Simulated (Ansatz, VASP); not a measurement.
**SnSe: VASP beside Ansatz**

File INCAR:

```
SYSTEM = SnSe
ALGO = Normal
EDIFF = 1E-8
ENCUT = 520
GGA = PS
ISIF = 2
ISMEAR = -1
LASPH = .True.
LCHARG = .False.
LEFG = .True.
LREAL = .False.
LWAVE = .False.
NBANDS = 28
NELM = 60
PREC = Accurate
SIGMA = 0.03
```

File KPOINTS:

```
k-points
0
Gamma
  6 6 6
  0 0 0
```

POSCAR

```
SnSe
1.0
    2.1353299143     -6.0240338759      0.0000000000
    2.1353299143      6.0240338759      0.0000000000
    0.0000000000      0.0000000000      4.2599369100
Sn Se
2 2
Direct
    0.1287149800      0.8712850200      0.7500000000
    0.8712850200      0.1287149800      0.2500000000
    0.3532680500      0.6467319500      0.7500000000
    0.6467319500      0.3532680500      0.2500000000
```

Input for Ansatz:

```yaml
crystal:
  lattice:
    - [2.1353299143, -6.0240338759, 0.0]
    - [2.1353299143, 6.0240338759, 0.0]
    - [0.0, 0.0, 4.25993691]
  atoms:
    - { symbol: Sn, position: [0.12871498, 0.87128502, 0.75] }
    - { symbol: Sn, position: [0.87128502, 0.12871498, 0.25] }
    - { symbol: Se, position: [0.35326805, 0.64673195, 0.75] }
    - { symbol: Se, position: [0.64673195, 0.35326805, 0.25] }
kpoints:
  mp_grid: { grid: [6, 6, 6] }
  band_path:
    path:
      - [0.0, 0.0, 0.0]
      - [-0.5, 0.5, 0.0]
      - [-0.2814119694, 0.7185880306, 0.0]
      - [0.2814119694, 0.2814119694, 0.0]
      - [0.0, 0.0, 0.0]
      - [0.0, 0.0, 0.5]
      - [0.2814119694, 0.2814119694, 0.5]
      - [-0.2814119694, 0.7185880306, 0.5]
      - [-0.5, 0.5, 0.5]
    npoints: 8
scf:
  occupations: { method: fermi_dirac, width: 0.03 }
hamiltonian:
  xc: pbesol
  pseudopotentials: { kind: paw }
output:
  forces: true
  stress: true
  eigenvalues: true
  efg: { contact_densities: true }
  populations: true
  bader: true
  dos: { projected: true, de: 0.2, e_range: [-14, 8] }
```

Alike in both runs: task electric field gradients; functional PBEsol; k mesh 6 × 6 × 6; occupations fermi-dirac, width 0.03 eV; no spin polarisation.

|  | VASP | Ansatz |
| --- | --- | --- |
| version | VASP 6.6.1 | Ansatz 0.2.0 |
| potentials or method | VASP PAW PBE potentials, release 64 (Sn_d, Se) | PAW with Ansatz's default frozen-core files, scalar-relativistic |
| plane-wave cutoff (eV) | 520 | 420 |
| valence electrons in the cell | 40 | 60 |

Ansatz gave:

```
pressure (GPa)                                                : -1.7
traceless stress, the component that is largest in VASP (GPa) : 0.35
rms of the force components (eV/Å)                            : 0.054
size of Vzz on the site where it differs most (V/Å²)          : 128.1
```

Which values does VASP return?

Pressure (GPa): -1.7; traceless stress, the component that is largest in VASP (GPa): 0.38; rms of the force components (eV/Å): 0.061; size of Vzz on the site where it differs most (V/Å²): 123.3.

VASP's potentials were made for PBE, not for PBEsol. Atom by atom the forces differ by 0.008 eV/Å (rms over components). VASP's potentials hold 40 valence electrons a cell and Ansatz's 60, so a difference there can come from the potentials and not from the codes.
